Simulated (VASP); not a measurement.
Wanted: the native input for a VASP 6.6.1 run.

| Quantity | Value |
| --- | --- |
| Task | relaxation of cell and atoms |
| Functional | LDA |
| Potentials or basis | VASP PAW LDA potentials, release 64 (C) |
| Cutoff | 600 eV |
| k mesh | 25 × 25 × 25 |
| Occupations | gaussian, width 0.1 eV |
| Spin | no spin polarisation |
| Target pressure | 20 GPa |
| Dipole correction | no |
| Further INCAR settings | ALGO = Normal; EDIFF = 1e-07; IBRION = 2; EDIFFG = -0.03; NSW = 80; ISIF = 3 |

The structure of C lies in POSCAR:

```
C
1.0
   -1.1900000000      1.1900000000      1.1900000000
    1.1900000000     -1.1900000000      1.1900000000
    1.1900000000      1.1900000000     -1.1900000000
C
1
Direct
    0.0000000000      0.0000000000      0.0000000000
```

These files were run (other wordings do the same):

INCAR

```
PREC = Accurate
ENCUT = 600
EDIFF = 1E-7
ISMEAR = 0
SIGMA = 0.1
LREAL = False
LASPH = True
NELM = 120
ALGO = Normal
ISIF = 3
LWAVE = False
LCHARG = False
GGA = CA
IBRION = 2
NSW = 80
EDIFFG = -0.03
PSTRESS = 200.0
GGA_COMPAT = False
NELMIN = 4
```

KPOINTS

```
regular mesh
0
Gamma
  25 25 25
```

Potentials or basis: VASP PAW LDA potentials, release 64 (C).

Command:

```console
$ cat potpaw_LDA.64/C/POTCAR > POTCAR
$ mpirun -np 1 vasp_std > vasp.out
```

It gave:

- Relaxed volume: 5.85 Å³/atom
- Relaxed cell: a = 1.966 Å, b = 1.966 Å, c = 1.966 Å, α = 109.47°, β = 109.47°, γ = 109.47°
- Space group after relaxing (to 0.1 Å): Im-3m (No. 229)
- Energy change on relaxing (the run minimises the enthalpy): +8.9 meV/atom
- Ionic steps: 3
- Pressure after relaxing: 20.1 GPa
- Band gap on the k mesh: zero (bands 2 and 3 overlap by 15.48 eV)

Caveat: the cell is relaxed towards a set pressure, so the run minimises the enthalpy, not the energy.

Run time: 6.3 s on 1 thread of Intel(R) Xeon(R) 6975P-C (Granite Rapids), with other jobs on the host, peak memory 0.12 GiB.
